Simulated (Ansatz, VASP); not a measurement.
**Ir in VASP and in Ansatz**

INCAR

```
PREC = Accurate
ENCUT = 500
EDIFF = 1E-6
ISMEAR = 0
SIGMA = 0.15
LREAL = False
LASPH = True
NELM = 120
ALGO = Normal
ISIF = 2
LWAVE = False
LCHARG = False
GGA = PS
NBANDS = 24
GGA_COMPAT = False
```

KPOINTS

```
regular mesh
0
Gamma
  18 18 12
```

File POSCAR:

```
Ir
1.0
    2.7101072262      0.0000000000      0.0000000000
   -1.3550536131      2.3470217048      0.0000000000
    0.0000000000      0.0000000000      4.4622900000
Ir
2
Direct
    0.6666666667      0.3333333333      0.7500000000
    0.3333333333      0.6666666667      0.2500000000
```

Input for Ansatz:

```yaml
crystal:
  lattice:
    - [2.7101072262, 0.0, 0.0]
    - [-1.3550536131, 2.3470217048, 0.0]
    - [0.0, 0.0, 4.46229]
  atoms:
    - { symbol: Ir, position: [0.6666666667, 0.3333333333, 0.75] }
    - { symbol: Ir, position: [0.3333333333, 0.6666666667, 0.25] }
basis:
  ecutwfc: 420
kpoints:
  mp_grid: { grid: [18, 18, 12] }
hamiltonian:
  xc: pbesol
scf:
  occupations: { method: gaussian, width: 0.15 }
output:
  forces: true
  stress: true
  eigenvalues: true
```

Change from the starting cell: strain -0.015 along x and y, +0.000 along z, atoms carried along.

Alike in both runs: task single point; functional PBEsol; k mesh 18 × 18 × 12; occupations gaussian, width 0.15 eV; no spin polarisation.

|  | VASP | Ansatz |
| --- | --- | --- |
| version | VASP 6.6.1 | Ansatz 0.2.0 |
| potentials or method | VASP PAW PBE potentials, release 64 (Ir_sv_GW), cutoff 500 eV | scalar-relativistic, plane waves, PAW |
| valence electrons in the cell | 34 | 34 |

```tsv
	VASP	Ansatz	Ansatz less VASP
gap on the k mesh at the Fermi level (eV)	none	none	-
pressure (GPa)	-5.2	-2.1	+3.16
traceless stress, the component that is largest in VASP (GPa)	-3.97	-3.97	+0.003
```

VASP's potentials were made for PBE, not for PBEsol. A gap of «none» marks a metal or a gap that the smearing closes.

Neither program's run includes spin-orbit coupling.
